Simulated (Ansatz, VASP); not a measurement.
One calculation of MgF2, two programs

INCAR

```
  PREC = Accurate
  ENCUT = 600
  EDIFF = 1E-6
  ISMEAR = -1
  SIGMA = 0.1
  LREAL = False
  LASPH = True
  NELM = 120
  ALGO = Normal
  ISIF = 2
  LWAVE = False
  LCHARG = False
  NBANDS = 25
  GGA_COMPAT = False
```

Contents of KPOINTS:

```
Automatic mesh
0
Gamma
  7 7 10
```

File POSCAR:

```
MgF2
1.0
    4.0608321634      0.0000000000      0.0000000000
    0.0000000000      4.0608321634      0.0000000000
    0.0000000000      0.0000000000      2.7299409611
Mg F
2 4
Direct
    0.0000000000      0.0000000000      0.0000000000
    0.5000000000      0.5000000000      0.5000000000
    0.3006145910      0.3006145910      0.0000000000
    0.6993854090      0.6993854090      0.0000000000
    0.8006145910      0.1993854090      0.5000000000
    0.1993854090      0.8006145910      0.5000000000
```

Input for Ansatz:

```yaml
crystal:
  lattice:
    - [4.0608321634, 0.0, 0.0]
    - [0.0, 4.0608321634, 0.0]
    - [0.0, 0.0, 2.7299409611]
  atoms:
    - { symbol: Mg, position: [0.0, 0.0, 0.0] }
    - { symbol: Mg, position: [0.5, 0.5, 0.5] }
    - { symbol: F, position: [0.300614591, 0.300614591, 0.0] }
    - { symbol: F, position: [0.699385409, 0.699385409, 0.0] }
    - { symbol: F, position: [0.800614591, 0.199385409, 0.5] }
    - { symbol: F, position: [0.199385409, 0.800614591, 0.5] }
kpoints:
  mp_grid: { grid: [7, 7, 10] }
scf:
  occupations: { method: fermi_dirac, width: 0.1 }
hamiltonian:
  xc: lda
  pseudopotentials: { kind: all_electron, lapw: { basis_error: 0.001 } }
output:
  forces: true
  stress: true
  eigenvalues: true
  populations: true
```

Change from the starting cell: volume scaled by 0.72, LAPW.

Alike in both runs: task single point; functional LDA; k mesh 7 × 7 × 10; occupations fermi-dirac, width 0.1 eV; no spin polarisation.

|  | VASP | Ansatz |
| --- | --- | --- |
| version | VASP 6.6.1 | Ansatz 0.2.0 |
| potentials or method | VASP PAW LDA potentials, release 64 (Mg, F), cutoff 600 eV | all-electron LAPW, scalar-relativistic |

|  | VASP | Ansatz | Ansatz less VASP |
| --- | --- | --- | --- |
| gap on the k mesh at the Fermi level (eV) | 9.70 | 9.71 | +0.014 |
| pressure (GPa) | 75.4 | 76.2 | +0.82 |
| traceless stress, the component that is largest in VASP (GPa) | -0.38 | 0.03 | +0.409 |
| rms of the force components (eV/Å) | 0.022 | 0.000 | -0.0220 |

LDA's correlation is that of Perdew and Zunger in VASP and of Perdew and Wang (1992) in Ansatz. Atom by atom the forces differ by 0.022 eV/Å (rms over components). Both programs put the cell under a high pressure, so it lies far from rest at this level. Ansatz ran all-electron here, and VASP with PAW potentials.

Noted on VASP's run: the cell as given lies far from equilibrium.
